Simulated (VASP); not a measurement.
# Ti (P6_3/mmc) in VASP: further runs, part 2 of 2

VASP 6.6.1. The steps go on from the part before.

## Step 3: Single point, LDA (16.18 Å³/atom)

This run uses another cell than the first one, of 16.18 Å³/atom.

File INCAR:

```
PREC = Accurate
ENCUT = 520
EDIFF = 1E-7
ISMEAR = -1
SIGMA = 0.1
LREAL = False
LASPH = True
NELM = 60
ALGO = Normal
ISIF = 2
LWAVE = False
LCHARG = False
GGA = CA
NBANDS = 32
```

File KPOINTS:

```
regular mesh
0
Gamma
  14 14 4
```

File POSCAR:

```
Ti
1.0
    2.8569893208      0.0000000000      0.0000000000
   -1.4284946604      2.4742253302      0.0000000000
    0.0000000000      0.0000000000      9.1555626476
Ti
4
Direct
    0.0000000000      1.0000000000      0.0000000000
    0.0000000000      1.0000000000      0.5000000000
    0.3333333333      0.6666666667      0.2500000000
    0.6666666667      0.3333333333      0.7500000000
```

Potentials or basis: VASP PAW LDA potentials, release 64 (Ti_sv).

Command:

```sh
$ cat potpaw_LDA.64/Ti_sv/POTCAR > POTCAR
$ mpirun -np 1 vasp_std > vasp.out
```

OUTCAR:

```text
PREC = Accurate
   ENCUT = 520
   EDIFF = 1E-7
   ISMEAR = -1
   LREAL = False
   LASPH = True
   NELM = 60
   ISIF = 2
   GGA = CA

 ion  position               nearest neighbor table
   1  0.000  0.000  0.000-   3 2.82   4 2.82   4 2.82   3 2.82   4 2.82   3 2.82
   2  0.000  0.000  0.500-   3 2.82   4 2.82   4 2.82   3 2.82   4 2.82   3 2.82
   3  0.333  0.667  0.250-   1 2.82   2 2.82   1 2.82   2 2.82   1 2.82   2 2.82
   4  0.667  0.333  0.750-   1 2.82   2 2.82   1 2.82   2 2.82   1 2.82   2 2.82

  LATTYP: Found a hexagonal cell.
[... 1042 lines left out ...]
  --------------------------------------------------------------------------------------
  -------------------------------------------------------------------------------------
  Total       -0.0634415     -0.0634415     -0.0813953     -0.0000000     -0.0000000      0.0000000
  in kB       -1.5705485     -1.5705485     -2.0150087     -0.0000000     -0.0000000      0.0000000
  external PRESSURE =      -1.7187019 kB  Pullay stress =       0.0000000 kB

 VOLUME and BASIS-vectors are now :
 -----------------------------------------------------------------------------
  energy-cutoff  :      520.00
  volume of cell :       64.72
      direct lattice vectors                 reciprocal lattice vectors
     2.856989321  0.000000000  0.000000000     0.350018809  0.202083454  0.000000000
    -1.428494660  2.474225330  0.000000000     0.000000000  0.404166907  0.000000000
     0.000000000  0.000000000  9.155562648     0.000000000  0.000000000  0.109223216

 POSITION                                       TOTAL-FORCE (eV/Angst)
 -----------------------------------------------------------------------------------
      0.00000      0.00000      0.00000        -0.000000      0.000000      0.000000
      0.00000      0.00000      4.57778        -0.000000      0.000000      0.000000
     -0.00000      1.64948      2.28889         0.000000     -0.000000      0.000000
      1.42849      0.82474      6.86667        -0.000000      0.000000     -0.000000
 -----------------------------------------------------------------------------------
    total drift:                               -0.000000      0.000000      0.000000

  FREE ENERGIE OF THE ION-ELECTRON SYSTEM (eV)
  ---------------------------------------------------
  free  energy   TOTEN  =       -34.1122427609 eV

  energy  without entropy=      -33.9031576059  energy(sigma->0) =      -34.00770018
```

stdout:

```text
POSCAR found type information on POSCAR Ti
 POSCAR found :  1 types and       4 ions
 scaLAPACK will be used
 LDA part: xc-table for (Slater(with rela. corr.)+CA(PZ))
 , standard interpolation
 POSCAR, INCAR and KPOINTS ok, starting setup
 FFT: planning ... GRIDC
 FFT: planning ... GRID_SOFT
 FFT: planning ... GRID
 WAVECAR not read
 entering main loop
```

Wall time 7.3 min (1 thread of Intel Xeon 8259CL, shared host); peak memory 0.23 GiB.

Results:

* Free energy: -34.1122 eV
* Pressure: -0.2 GPa
* Band gap on the k mesh: zero (bands 24 and 25 overlap by 1.17 eV)

Levels at points of the mesh, in eV from the Fermi level:
```
           k point  band 20  band 21  band 22  band 23  band 24  band 25  band 26  band 27  band 28  band 29
(0.00, 0.00, 0.00)    -2.77     0.10     0.13     0.67     0.67     0.75     0.75     0.96     1.08     1.10
(0.50, 0.00, 0.00)    -1.96    -1.34    -1.32    -1.12     0.00     0.04     0.60     1.18     1.72     1.96
(0.00, 0.00, 0.50)    -3.04     0.35     0.35     0.65     0.65     0.81     0.81     0.81     0.81     1.00
(0.50, 0.00, 0.50)    -2.46    -1.66    -1.66    -0.13    -0.13     0.81     0.81     0.97     0.97     1.61
```

## Step 4: Single point, LDA (16.83 Å³/atom)

This run uses another cell than the first one, of 16.83 Å³/atom.

File INCAR:

```
ALGO = Normal ; EDIFF = 1E-7
ENCUT = 520 ; ISIF = 2
ISMEAR = -1 ; LASPH = T
LCHARG = T ; LELF = T
LREAL = F ; LVHAR = T
LWAVE = F ; NBANDS = 32
NELM = 100 ; PREC = Accurate
SIGMA = 0.1
```

File KPOINTS:

```
k-points
0
Gamma
  14 14 4
```

File POSCAR:

```
Ti
1.0
    2.8945855970      0.0000000000      0.0000000000
   -1.4472927985      2.5067846604      0.0000000000
    0.0000000000      0.0000000000      9.2760443936
Ti
4
Direct
    0.0000000000      1.0000000000      0.0000000000
    0.0000000000      1.0000000000      0.5000000000
    0.3333333333      0.6666666667      0.2500000000
    0.6666666667      0.3333333333      0.7500000000
```

Command:

```sh
$ cat potpaw_LDA.64/Ti_sv/POTCAR > POTCAR
$ mpirun -np 1 vasp_std > vasp.out
```

Run time: 7.7 min. Hardware: 1 thread of Intel Xeon 8259CL, shared host; peak memory 0.24 GiB.

Results (log left out):

```
Free energy            : -34.0732 eV
Pressure               : -4.6 GPa
Band gap on the k mesh : zero (bands 24 and 25 overlap by 1.14 eV)
```

Stress tensor (GPa, compression positive):
```
-4.58  0.00  0.00
 0.00 -4.58  0.00
 0.00  0.00 -4.76
```

Levels at points of the mesh, in eV from the Fermi level:
| k point | band 21 | band 22 | band 23 | band 24 | band 25 | band 26 | band 27 | band 28 |
| --- | --- | --- | --- | --- | --- | --- | --- | --- |
| (0.00, 0.00, 0.00) | 0.11 | 0.13 | 0.66 | 0.66 | 0.74 | 0.74 | 0.93 | 0.96 |
| (0.50, 0.00, 0.00) | -1.30 | -1.25 | -1.06 | -0.03 | 0.06 | 0.59 | 1.13 | 1.59 |
| (0.00, 0.00, 0.50) | 0.29 | 0.29 | 0.64 | 0.64 | 0.80 | 0.80 | 0.80 | 0.80 |
| (0.50, 0.00, 0.50) | -1.57 | -1.57 | -0.15 | -0.15 | 0.76 | 0.76 | 0.94 | 0.94 |

Caveat: the cell stands under tension.

## Step 5: Single point, LDA (17.47 Å³/atom)

This run uses another cell than the first one, of 17.47 Å³/atom.

File INCAR:

```
PREC = Accurate
ENCUT = 520
EDIFF = 1E-6
ISMEAR = -1
SIGMA = 0.1
LREAL = F
LASPH = T
NELM = 100
ALGO = Normal
ISIF = 2
LWAVE = F
LCHARG = F
GGA = CA
NBANDS = 32
```

File KPOINTS:

```
regular mesh
0
Gamma
  14 14 4
```

File POSCAR:

```
Ti
1.0
    2.9312298111      0.0000000000      0.0000000000
   -1.4656149055      2.5385194808      0.0000000000
    0.0000000000      0.0000000000      9.3934751434
Ti
4
Direct
    0.0000000000      1.0000000000      0.0000000000
    0.0000000000      1.0000000000      0.5000000000
    0.3333333333      0.6666666667      0.2500000000
    0.6666666667      0.3333333333      0.7500000000
```

Command:

```sh
$ cat potpaw_LDA.64/Ti_sv/POTCAR > POTCAR
$ mpirun -np 1 vasp_std > vasp.out
```

Run time: 6.8 min. Hardware: 1 thread of Intel Xeon 8259CL, shared host; peak memory 0.24 GiB.

Results (log left out):

```
Free energy            : -33.9679 eV
Pressure               : -8.4 GPa
Band gap on the k mesh : zero (bands 24 and 25 overlap by 1.11 eV)
```

Stress tensor (GPa, compression positive):
```
-8.30  0.00  0.00
 0.00 -8.30  0.00
 0.00  0.00 -8.56
```

Levels at points of the mesh, in eV from the Fermi level:
```
           k point  band 22  band 23  band 24  band 25  band 26  band 27
(0.00, 0.00, 0.00)     0.13     0.65     0.65     0.72     0.72     0.86
(0.50, 0.00, 0.00)    -1.19    -1.02    -0.06     0.07     0.58     1.08
(0.00, 0.00, 0.50)     0.24     0.63     0.63     0.78     0.78     0.78
(0.50, 0.00, 0.50)    -1.48    -0.17    -0.17     0.71     0.71     0.91
```

Caveat: the cell stands under tension.

## Step 6: Summary

| cell | gap on the mesh (eV) | pressure (GPa) |
| --- | --- | --- |
| a = 2.818, b = 2.818, c = 9.032 Å, angles 90.0, 90.0, 120.0°, 4 atoms | none | 5.2 |
| a = 2.857, b = 2.857, c = 9.156 Å, angles 90.0, 90.0, 120.0°, 4 atoms | none | -0.2 |
| a = 2.895, b = 2.895, c = 9.276 Å, angles 90.0, 90.0, 120.0°, 4 atoms | none | -4.6 |
| a = 2.931, b = 2.931, c = 9.393 Å, angles 90.0, 90.0, 120.0°, 4 atoms | none | -8.4 |

Alike in all rows: task single point; level LDA; potentials or basis VASP PAW LDA potentials, release 64 (Ti_sv); no spin polarisation; k mesh 14 × 14 × 4; cutoff (eV) 520; smearing fermi-dirac 0.1 eV.

Caveats: the cell stands under tension (at least some runs); the cell stands under pressure (at least some runs).

Total energies depend on the potentials used, so only differences within one code and one set of settings carry meaning.
